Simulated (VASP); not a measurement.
Runs of VASP 6.6.1 on NbTe. The structure is that of space group P-6m2 (No. 187), or close to it. The cells are those of the table. 

```tsv
level	cell	k mesh	share of exact exchange	screening parameter	gap on the mesh (eV)	pressure (GPa)
HSE06	a = 3.627, b = 3.627, c = 3.619 Å, angles 90.0, 90.0, 120.0°, 2 atoms	6 × 6 × 4	0.25	0.2079 1/Å	none	(a)
HF	a = 3.703, b = 3.703, c = 3.694 Å, angles 90.0, 90.0, 120.0°, 2 atoms	4 × 4 × 4	1	-	none	-4.4
PBEsol-based screened hybrid with 25 % exact exchange	a = 3.648, b = 3.648, c = 3.589 Å, angles 90.0, 90.0, 120.0°, 2 atoms	4 × 4 × 4	0.25	0.207 1/Å	none	-0.6
HF	a = 3.707, b = 3.707, c = 3.680 Å, angles 90.0, 90.0, 120.0°, 2 atoms	4 × 4 × 4	1	-	none	-4.2
```

Alike in all rows: task single point; potentials or basis VASP PAW PBE potentials, release 64 (Te, Nb_sv); no spin polarisation; cutoff (eV) 520; smearing fermi-dirac 0.05 eV.

Problem. Fill in the values left out.

Solution. (a) 2.7.

Caveats: all runs use coarse meshes; the PAW data sets were made with another functional, which shifts forces and pressure a little; spin-orbit coupling is left out, which moves the levels of the heavy elements.

A k mesh can miss the band edges, and the runs leave out spin-orbit coupling on Nb, Te.

A gap of «none» marks levels without a gap at the run's occupations.
